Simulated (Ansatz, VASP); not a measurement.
**Two plane-wave programs on HfC3**

```xyz
8
Lattice="4.4511 0.0000 0.0000 -2.2256 3.8548 0.0000 0.0000 0.0000 5.1439" Properties=species:S:1:pos:R:3 pbc="T T T"
Hf    0.0000    2.5698    1.2860
Hf    2.2256    1.2849    3.8580
C     2.2256    3.0187    1.2860
C    -1.5015    3.4367    3.8580
C     0.7241    0.4181    1.2860
C     0.0000    0.8361    3.8580
C     3.7270    0.4181    1.2860
C     1.5015    3.4367    3.8580
```

Alike in both runs: functional PBE; k mesh 6 × 6 × 4; occupations gaussian, width 0.1 eV; no spin polarisation.

Ansatz relaxed the structure, and its values are those at the end. VASP's run is a single point on that final structure, the one shown.

```csv
,VASP,Ansatz
version,VASP 6.6.1,Ansatz 0.2.0
potentials or method,"VASP PAW PBE potentials, release 64 (Hf_pv, C), cutoff 520 eV","scalar-relativistic, plane waves, PAW"
valence electrons in the cell,44,76
```

```csv
,VASP,Ansatz,Ansatz less VASP
gap on the k mesh at the Fermi level (eV),none,none,-
pressure (GPa),-0.3,0.0,+0.36
rms of the force components (eV/Å),0.074,0.001,-0.0729
```

A gap of «none» marks a metal or a gap that the smearing closes. With one functional, cell and mesh, what is left measures potentials, basis and numerics. VASP's potentials hold 44 valence electrons a cell and Ansatz's 76, so a difference there can come from the potentials and not from the codes.

Spin-orbit coupling is off throughout.
